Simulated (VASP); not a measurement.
# HC12 (a cell with a defect) in VASP: notebook

The runs below take HC12 (a cell with a defect) through single point, with LDA.

Everything below comes from runs of VASP 6.6.1. Logs are shortened: lines on timing, memory, paths and dates and some standing lists are left out, and cuts for length are marked.

## Step 1: The cell of the first run

The cell holds a defect, 13 atoms: a = 4.325 Å, b = 4.325 Å, c = 4.325 Å, α = 80.41°, β = 70.53°, γ = 60.00°.

## Step 2: Single point, LDA

Contents of INCAR:

```
SYSTEM = HC12
PREC     = Accurate       ! precision mode
ENCUT    = 520            ! plane-wave cutoff, eV
EDIFF    = 1E-7           ! SCF threshold, eV
ISMEAR   = 0              ! smearing method
SIGMA    = 0.05           ! smearing width, eV
LREAL    = .FALSE.        ! projectors in reciprocal space
LASPH    = .TRUE.         ! aspherical terms in the spheres
NELM     = 80             ! most SCF steps
ALGO     = Normal         ! electronic algorithm
ISIF     = 2              ! what is computed and relaxed
LWAVE    = .FALSE.        ! write WAVECAR
LCHARG   = .TRUE.         ! write CHGCAR
LELF     = .TRUE.         ! ELF
LVHAR    = .TRUE.       
NBANDS   = 36             ! bands
NELECT   = 48.0
```

Contents of KPOINTS:

```
Automatic mesh
0
G
  6 6 6
  0 0 0
```

Contents of POSCAR:

```
HC12
1.0
    1.7657489870     -3.5314979740     -1.7657489870
    3.5314979740     -1.7657489870      1.7657489870
   -1.7657489870     -3.5314979740      1.7657489870
C H
12 1
Direct
    0.2500000000      1.0000000000      0.2500000000
    0.0833333333      0.3333333333      0.7500000000
    0.9166666667      0.6666666667      0.2500000000
    0.7500000000      1.0000000000      0.7500000000
    0.5833333333      0.3333333333      0.2500000000
    0.4166666667      0.6666666667      0.7500000000
    0.9583333333      0.3333333333      0.1250000000
    0.7916666667      0.6666666667      0.6250000000
    0.6250000000      1.0000000000      0.1250000000
    0.4583333333      0.3333333333      0.6250000000
    0.2916666667      0.6666666667      0.1250000000
    0.1250000000      1.0000000000      0.6250000000
    1.3055555556      0.3055555556      0.5000000000
```

Potentials or basis: VASP PAW LDA potentials, release 64 (C, H).

Started as:

```sh
cat potpaw_LDA.64/C/POTCAR potpaw_LDA.64/H/POTCAR > POTCAR
mpirun -np 1 vasp_std > vasp.out
```

OUTCAR:

```text
SYSTEM = HC12
   PREC = Accurate
   ENCUT = 520
   EDIFF = 1E-7
   ISMEAR = 0
   LREAL = .FALSE.
   LASPH = .TRUE.
   NELM = 80
   ISIF = 2
   NELECT = 48.0

 ion  position               nearest neighbor table
   1  0.250  0.000  0.250-  11 1.53   9 1.53   7 1.53  12 1.53
   2  0.083  0.333  0.750-  13 1.16  12 1.53  10 1.53   7 1.53   8 1.53
   3  0.917  0.667  0.250-   8 1.53   9 1.53  11 1.53   7 1.53
   4  0.750  0.000  0.750-   8 1.53   9 1.53  10 1.53  12 1.53
   5  0.583  0.333  0.250-  13 1.36   9 1.53  10 1.53  11 1.53   7 1.53
   6  0.417  0.667  0.750-   8 1.53  11 1.53  12 1.53  10 1.53
   7  0.958  0.333  0.125-   1 1.53   2 1.53   5 1.53   3 1.53
   8  0.792  0.667  0.625-   4 1.53   3 1.53   2 1.53   6 1.53
   9  0.625  0.000  0.125-   5 1.53   3 1.53   4 1.53   1 1.53
  10  0.458  0.333  0.625-  13 1.04   4 1.53   5 1.53   2 1.53   6 1.53
  11  0.292  0.667  0.125-   1 1.53   3 1.53   5 1.53   6 1.53
  12  0.125  0.000  0.625-   2 1.53   1 1.53   4 1.53   6 1.53
  13  0.306  0.306  0.500-  10 1.04   2 1.16   5 1.36

  LATTYP: Found a base centered monoclinic cell.
 ALAT       =     4.3251840320
 B/A-ratio  =     1.7320508076
 C/A-ratio  =     1.0000000000
 COS(beta)  =    -0.3333333333

  Lattice vectors:

 A1 = (   1.7657489870,   1.7657489870,   3.5314979740)
 A2 = (  -3.5314979740,   1.7657489870,  -1.7657489870)
 A3 = (  -1.7657489870,  -3.5314979740,   1.7657489870)

Analysis of symmetry for initial positions (statically):
=====================================================================
 Subroutine PRICEL returns:
 Original cell was already a primitive cell.

 Routine SETGRP: Setting up the symmetry group for a
 base centered monoclinic supercell.

 Subroutine GETGRP returns: Found  1 space group operations
 (whereof  1 operations were pure point group operations)
 out of a pool of  4 trial point group operations.

The static configuration has the point symmetry C_1 .

Analysis of symmetry for dynamics (positions and initial velocities):
=====================================================================
 Subroutine PRICEL returns:
 Original cell was already a primitive cell.

 Routine SETGRP: Setting up the symmetry group for a
 base centered monoclinic supercell.

 Subroutine GETGRP returns: Found  1 space group operations
 (whereof  1 operations were pure point group operations)
 out of a pool of  4 trial point group operations.

The dynamic configuration has the point symmetry C_1 .

 Subroutine INISYM returns: Found  1 space group operations
 (whereof  1 operations are pure point group operations),
 and found     1 'primitive' translations

----------------------------------------------------------------------------------------

                                     Primitive cell

  volume of cell :      66.0645

  direct lattice vectors                    reciprocal lattice vectors
     1.765748987 -3.531497974 -1.765748987     0.047194326 -0.141582978 -0.235971630
     3.531497974 -1.765748987  1.765748987     0.188777304  0.000000000  0.188777304
    -1.765748987 -3.531497974  1.765748987    -0.141582978 -0.141582978  0.141582978

  length of vectors
     4.325184032  4.325184032  4.325184032     0.279205398  0.266971424  0.245228911

  position of ions in fractional coordinates (direct lattice)
     0.250000000  0.000000000  0.250000000
     0.083333333  0.333333333  0.750000000
     0.916666667  0.666666667  0.250000000
     0.750000000  0.000000000  0.750000000
     0.583333333  0.333333333  0.250000000
     0.416666667  0.666666667  0.750000000
     0.958333333  0.333333333  0.125000000
     0.791666667  0.666666667  0.625000000
     0.625000000  0.000000000  0.125000000
     0.458333333  0.333333333  0.625000000
     0.291666667  0.666666667  0.125000000
     0.125000000  0.000000000  0.625000000
     0.305555556  0.305555556  0.500000000

  ion indices of the primitive-cell ions
   primitive index   ion index
                 1           1
                 2           2
                 3           3
                 4           4
                 5           5
                 6           6
                 7           7
                 8           8
                 9           9
                10          10
                11          11
                12          12
                13          13

----------------------------------------------------------------------------------------

 KPOINTS: Automatic mesh

Automatic generation of k-mesh.
 Grid dimensions read from file:
 generate k-points for:    6    6    6

 Generating k-lattice:

  Cartesian coordinates                     Fractional coordinates (reciprocal lattice)
     0.007865721 -0.023597163 -0.039328605     0.166666667 -0.000000000 -0.000000000
     0.031462884  0.000000000  0.031462884     0.000000000  0.166666667  0.000000000
    -0.023597163 -0.023597163  0.023597163     0.000000000  0.000000000  0.166666667

  Length of vectors
     0.046534233  0.044495237  0.040871485

  Shift w.r.t. Gamma in fractional coordinates (k-lattice)
     0.000000000  0.000000000  0.000000000

 Subroutine IBZKPT returns following result:
 ===========================================

 Found    112 irreducible k-points:

 Following reciprocal coordinates:
            Coordinates               Weight
  0.000000  0.000000  0.000000      1.000000
  0.166667  0.000000  0.000000      2.000000
 -0.166667 -0.166667 -0.000000      2.000000
  0.333333 -0.000000  0.000000      2.000000
 -0.333333 -0.333333 -0.000000      2.000000
  0.500000 -0.000000  0.000000      1.000000
[... 16 lines left out ...]
 -0.166667 -0.166667 -0.166667      2.000000
  0.333333 -0.000000  0.166667      2.000000
 [... further k-points ...]
   k-points           NKPTS =    112   k-points in BZ     NKDIM =    112   number of bands    NBANDS=     36
   number of dos      NEDOS =    301   number of ions     NIONS =     13
   total plane-waves  NPLWV =  32768
   dimension x,y,z NGX =    32 NGY =   32 NGZ =   32
   dimension x,y,z NGXF=    64 NGYF=   64 NGZF=   64
   ions per type =              12   1
   NGX,Y,Z   is equivalent  to a cutoff of  12.30, 12.30, 12.30 a.u.
   NGXF,Y,Z  is equivalent  to a cutoff of  24.60, 24.60, 24.60 a.u.
 SYSTEM =  HC12
   PREC   = accura    normal or accurate (medium, high low for compatibility)
   ISTART =      0    job   : 0-new  1-cont  2-samecut
   ICHARG =      2    charge: 1-file 2-atom 10-const
   ISPIN  =      1    spin polarized calculation?
   LNONCOLLINEAR =      F non collinear calculations
   LSORBIT =      F    spin-orbit coupling
   LASPH  =      T    aspherical Exc in radial PAW
   ENCUT  =  520.0 eV  38.22 Ry    6.18 a.u.   8.04  8.04  8.04*2*pi/ulx,y,z
   NELM   =     80;   NELMIN=  2; NELMDL= -5     # of ELM steps
   EDIFF  = 0.1E-06   stopping-criterion for ELM
   LREAL  =      F    real-space projection
   EDIFFG = 0.1E-05   stopping-criterion for IOM
   NSW    =      0    number of steps for IOM
   IBRION =     -1    ionic relax: 0-MD 1-quasi-New 2-CG
   NFREE  =      0    steps in history (QN), initial steepest desc. (CG)
   ISIF   =      2    stress and relaxation
   ISYM   =      2    0-nonsym 1-usesym 2-fastsym
   POTIM  = 0.5000    time-step for ionic-motion
   TEBEG  =    0.0;   TEEND  =   0.0 temperature during run
   PSTRESS=    0.0 pullay stress
   NELECT =      48.0000    total number of electrons
   NUPDOWN=      -1.0000    fix difference up-down
   EMIN   =  10.00;   EMAX   =-10.00  energy-range for DOS
   EFERMI =   0.00;   METHOD = LEGACY
   ISMEAR =     0;   SIGMA  =   0.05  broadening in eV -4-tet -1-fermi 0-gaus
   EFERMI_NEDOS =   21; number of points for ismear=-14 and -15
   IALGO  =     38    algorithm
   IMIX   =      4    mixing-type and parameters
     AMIX     =   0.40;   BMIX     =  1.00
     AMIX_MAG =   1.60;   BMIX_MAG =  1.00
  volume/ion in A,a.u.               =       5.08        34.29
  Fermi-wavevector in a.u.,A,eV,Ry     =   1.471745  2.781195 29.470667  2.166033
  Thomas-Fermi vector in A             =   2.586844
   LORBIT       =      0    0 simple, 1 ext, 2 COOP (PROOUT), +10 PAW based schemes
   GGA     = CA    functional components
   LHFCALC =     F    Hartree Fock is set to
   AEXX    =    0.0000 exact exchange contribution
   IVDW    =     0    specifies the selected vdW correction
   LEPSILON=     F    determine dielectric tensor
   LRPA    =     F    only Hartree local field effects (RPA)
 non-spin polarized calculation
 Gauss-broadening in eV      SIGMA  =   0.05
  energy-cutoff  :      520.00
  volume of cell :       66.06
 maximum number of plane-waves:      1807
   NGX = 17   NGY = 17   NGZ = 17

 number of electron      47.9999999 magnetization

 Free energy of the ion-electron system (eV)
  ---------------------------------------------------
  ext. energy  EPLUGINS =         0.00000000
  ---------------------------------------------------
  free energy    TOTEN  =      -131.33032236 eV

  energy without entropy =     -131.33032236  energy(sigma->0) =     -131.33032236

 E-fermi :  10.5922     XC(G=0): -13.6484

 val. band max:       10.3499694962   @ k =   0.0000   0.0000   0.0000
 cond. band min:      13.3488940213   @ k =   0.3333  -0.3333   0.3333
 fundamental gap:      2.9989245250
 Fermi energy:        10.5921807473

 k-point     1 :       0.0000    0.0000    0.0000
  band No.  band energies     occupation
      1     -12.2538      2.00000
      2      -6.9688      2.00000
      3      -5.2051      2.00000
      4      -3.8654      2.00000
      5      -3.6833      2.00000
      6      -3.4033      2.00000
[... 28 lines left out ...]
     35      20.0973      0.00000
     36      20.8429      0.00000

 k-point     2 :       0.1667    0.0000    0.0000
  band No.  band energies     occupation
      1     -12.0407      2.00000
      2      -7.3356      2.00000
      3      -5.3046      2.00000
      4      -4.9668      2.00000
      5      -4.1745      2.00000
      6      -3.6910      2.00000
[... 28 lines left out ...]
     35      20.2707      0.00000
     36      20.5391      0.00000

 k-point     3 :      -0.1667   -0.1667   -0.0000
  band No.  band energies     occupation
      1     -12.0399      2.00000
      2      -7.3400      2.00000
      3      -5.3187      2.00000
      4      -4.9654      2.00000
      5      -4.1589      2.00000
      6      -3.6476      2.00000
[... 28 lines left out ...]
     35      20.2644      0.00000
     36      20.5412      0.00000
[... 742 lines left out ...]
 k-point    23 :      -0.1667   -0.1667   -0.1667
  band No.  band energies     occupation
      1     -11.9878      2.00000
      2      -7.3372      2.00000
      3      -5.6489      2.00000
      4      -4.5854      2.00000
      5      -4.0547      2.00000
      6      -3.5052      2.00000
[... 28 lines left out ...]
     35      20.6274      0.00000
     36      21.6025      0.00000

 k-point    24 :       0.3333   -0.0000    0.1667
  band No.  band energies     occupation
      1     -11.5009      2.00000
      2      -7.9149      2.00000
      3      -6.1264      2.00000
      4      -5.1341      2.00000
      5      -4.8502      2.00000
      6      -4.3262      2.00000
[... 28 lines left out ...]
     35      19.7584      0.00000
     36      20.7015      0.00000

 [... further k-points ...]
[... 5 lines left out ...]
  --------------------------------------------------------------------------------------
  -------------------------------------------------------------------------------------
  Total       -6.6988650     -4.9790107     -6.5439823     -1.0461133      0.0932434     -3.0341737
  in kB     -162.4589579   -120.7495438   -158.7027875    -25.3700411      2.2613117    -73.5839123
  external PRESSURE =    -147.3037631 kB  Pullay stress =       0.0000000 kB

 VOLUME and BASIS-vectors are now :
 -----------------------------------------------------------------------------
  energy-cutoff  :      520.00
  volume of cell :       66.06
      direct lattice vectors                 reciprocal lattice vectors
     1.765748987 -3.531497974 -1.765748987     0.047194326 -0.141582978 -0.235971630
     3.531497974 -1.765748987  1.765748987     0.188777304  0.000000000  0.188777304
    -1.765748987 -3.531497974  1.765748987    -0.141582978 -0.141582978  0.141582978

 POSITION                                       TOTAL-FORCE (eV/Angst)
 -----------------------------------------------------------------------------------
      0.00000     -1.76575      0.00000        -0.026624      0.382170     -0.283444
     -0.00000     -3.53150      1.76575        -3.425252      1.130148      4.046087
      3.53150     -5.29725     -0.00000         0.238381      0.257562      0.001520
      0.00000     -5.29725      0.00000        -0.339393     -0.028537      0.050471
      1.76575     -3.53150      0.00000         2.396713      1.012052     -2.149703
      1.76575     -5.29725      1.76575         0.052098      0.027905      0.449349
      2.64862     -4.41437     -0.88287        -0.130225     -1.020945      0.001690
      2.64862     -6.18012      0.88287         0.153594      0.435180      0.227591
      0.88287     -2.64862     -0.88287        -0.114473      0.268580     -0.357528
      0.88287     -4.41437      0.88287         1.304331     -7.664990     -0.678661
      2.64862     -2.64862      0.88287         0.120470      0.173870      0.143126
     -0.88287     -2.64862      0.88287        -0.613273      0.650900     -0.171200
      0.73573     -3.38435      0.88287         0.383655      4.376104     -1.279298
 -----------------------------------------------------------------------------------
    total drift:                               -0.000012      0.000081     -0.000053

  FREE ENERGIE OF THE ION-ELECTRON SYSTEM (eV)
  ---------------------------------------------------
  free  energy   TOTEN  =      -131.3303223566 eV

  energy  without entropy=     -131.3303223566  energy(sigma->0) =     -131.33032236
```

Run time: 1.9 min. Hardware: 1 thread of Intel Xeon Platinum 8488C (Sapphire Rapids), shared host; peak memory 0.27 GiB.

Results:

```
Free energy   : -131.3303 eV
Largest force : 7.805 eV/Å
```

Forces in eV/Å, atoms in the order of the input:
```
C   -0.027  0.382 -0.283
C   -3.425  1.130  4.046
C    0.238  0.258  0.002
C   -0.339 -0.029  0.050
C    2.397  1.012 -2.150
C    0.052  0.028  0.449
C   -0.130 -1.021  0.002
C    0.154  0.435  0.228
C   -0.114  0.269 -0.358
C    1.304 -7.665 -0.679
C    0.120  0.174  0.143
C   -0.613  0.651 -0.171
H    0.384  4.376 -1.279
```

Levels at points of the mesh, in eV from the Fermi level:
| k point | band 21 | band 22 | band 23 | band 24 | band 25 | band 26 | band 27 | band 28 |
| --- | --- | --- | --- | --- | --- | --- | --- | --- |
| (0.00, 0.00, 0.00) | -3.14 | -0.46 | -0.39 | -0.24 | 3.35 | 5.14 | 5.23 | 5.70 |
| (0.50, 0.00, 0.00) | -4.64 | -4.44 | -2.55 | -2.31 | 4.82 | 5.97 | 6.10 | 6.58 |
| (0.50, 0.50, 0.00) | -4.68 | -4.44 | -2.52 | -2.27 | 4.50 | 5.93 | 6.33 | 6.58 |
| (0.00, 0.50, 0.00) | -3.37 | -3.11 | -2.25 | -1.40 | 2.95 | 4.50 | 6.68 | 7.43 |
| (0.00, 0.00, 0.50) | -2.75 | -2.27 | -1.86 | -1.84 | 5.69 | 6.58 | 6.80 | 7.18 |
| (0.50, 0.00, 0.50) | -3.97 | -3.55 | -3.08 | -3.07 | 3.16 | 4.33 | 4.60 | 6.00 |
| (0.50, 0.50, 0.50) | -3.95 | -3.54 | -3.09 | -3.07 | 3.18 | 4.36 | 4.64 | 6.01 |
| (0.00, 0.50, 0.50) | -4.75 | -4.27 | -4.25 | -4.13 | 4.76 | 5.73 | 5.93 | 6.08 |

Caveat: the cell carries a net charge on a neutralising background, which shifts energy and pressure; the cell is charged against a uniform background, so pressure and absolute levels hang on convention.

## Step 3: Single point, LDA

Contents of INCAR:

```
SYSTEM = HC12
  ALGO = Normal
  EDIFF = 1E-6
  ENCUT = 520
  ISIF = 2
  ISMEAR = 0
  LASPH = .True.
  LCHARG = .False.
  LREAL = .False.
  LWAVE = .False.
  NBANDS = 36
  NELECT = 48.0
  NELM = 100
  PREC = Accurate
  SIGMA = 0.05
```

Contents of KPOINTS:

```
k-points
0
Gamma
  6 6 6
  0 0 0
```

Edit POSCAR of step 2 so:

```diff
@@ -20,2 +20,2 @@
     0.1250000000      1.0000000000      0.6250000000
-    1.3055555556      0.3055555556      0.5000000000
+    1.3472222222      0.3055555556      0.5416666667
```

Potentials or basis: VASP PAW LDA potentials, release 64 (C, H).

Started as:

```sh
cat potpaw_LDA.64/C/POTCAR potpaw_LDA.64/H/POTCAR > POTCAR
mpirun -np 1 vasp_std > vasp.out
```

Run time: 1.8 min. Hardware: 1 thread of Intel Xeon 6975P-C (Granite Rapids), shared host; peak memory 0.27 GiB.

The run converged. Its results:

- Free energy: -126.8769 eV
- Largest force: 37.821 eV/Å

Forces in eV/Å, atoms in the order of the input:
```
C     0.077   0.184  -0.203
C    -4.060   1.937   4.602
C     0.184   0.154  -0.080
C    -0.327  -0.198   0.122
C     2.648   1.342  -2.419
C    -0.051   0.009   0.455
C    -0.041  -1.066  -0.018
C     0.289   0.218  -0.237
C    -0.218   0.067   0.007
C     7.354 -37.089  -0.843
C    -0.178   0.018   0.250
C    -0.053   0.353  -0.262
H    -5.624  34.072  -1.374
```

Levels at points of the mesh, in eV from the Fermi level:
```tsv
k point	band 21	band 22	band 23	band 24	band 25	band 26	band 27	band 28
(0.00, 0.00, 0.00)	-3.24	-0.74	-0.51	-0.31	3.11	5.03	5.14	5.76
(0.50, 0.00, 0.00)	-4.74	-4.49	-2.77	-2.33	5.11	5.47	6.11	6.53
(0.50, 0.50, 0.00)	-4.78	-4.48	-2.70	-2.31	5.10	5.82	6.18	6.52
(0.00, 0.50, 0.00)	-3.50	-3.20	-2.43	-1.45	2.88	4.47	6.56	6.83
(0.00, 0.00, 0.50)	-3.19	-2.42	-1.88	-1.87	5.94	6.50	6.61	6.97
(0.50, 0.00, 0.50)	-4.01	-3.61	-3.17	-3.14	3.23	4.29	4.35	5.97
(0.50, 0.50, 0.50)	-4.00	-3.61	-3.20	-3.14	3.43	4.23	4.38	5.98
(0.00, 0.50, 0.50)	-4.95	-4.36	-4.28	-4.16	5.27	5.47	5.92	5.99
```

Caveat: the cell carries a net charge on a neutralising background, which shifts energy and pressure; the cell is charged against a uniform background, so pressure and absolute levels hang on convention.

(Continued in part 2 of 3.)
